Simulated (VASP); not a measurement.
Write the native input for VASP 6.6.1 that does the following.

| Item | Value |
| --- | --- |
| Task | single point |
| Functional | LDA |
| Potentials or basis | VASP PAW LDA potentials, release 64 (Ta_pv) |
| Cutoff | 520 eV |
| k mesh | 8 × 8 × 11 |
| Occupations | fermi-dirac, width 0.08 eV |
| Spin | no spin polarisation |
| Dipole correction | no |
| Further INCAR settings | ALGO = Normal; EDIFF = 1e-06; NBANDS = 24 |

The structure of Ta lies in POSCAR:

```
Ta
1.0
    4.6230181805      0.0000000000      0.0000000000
   -2.3115090903      4.0036511865      0.0000000000
    0.0000000000      0.0000000000      2.6056492458
Ta
3
Direct
    0.0000000000      0.0000000000      0.0000000000
    0.3333333333      0.6666666667      0.5000000000
    0.6666666667      0.3333333333      0.5000000000
```

These files were run (other wordings do the same):

INCAR

```
PREC = Accurate ; ENCUT = 520
EDIFF = 1E-6 ; ISMEAR = -1
SIGMA = 0.08 ; LREAL = False
LASPH = True ; NELM = 80
ALGO = Normal ; ISIF = 2
LWAVE = False ; LCHARG = False
GGA = CA ; NBANDS = 24
```

KPOINTS

```
Automatic mesh
0
Gamma
  8 8 11
```

Potentials or basis: VASP PAW LDA potentials, release 64 (Ta_pv).

The run is started by

```bash
$ cat potpaw_LDA.64/Ta_pv/POTCAR > POTCAR
$ mpirun -np 1 vasp_std > vasp.out
```

Results of the run:

```
Pressure : 22.2 GPa
```

Wall time 37 s on 1 thread of Intel(R) Xeon(R) Platinum 8488C (Sapphire Rapids) (shared host), peak memory 0.17 GiB.
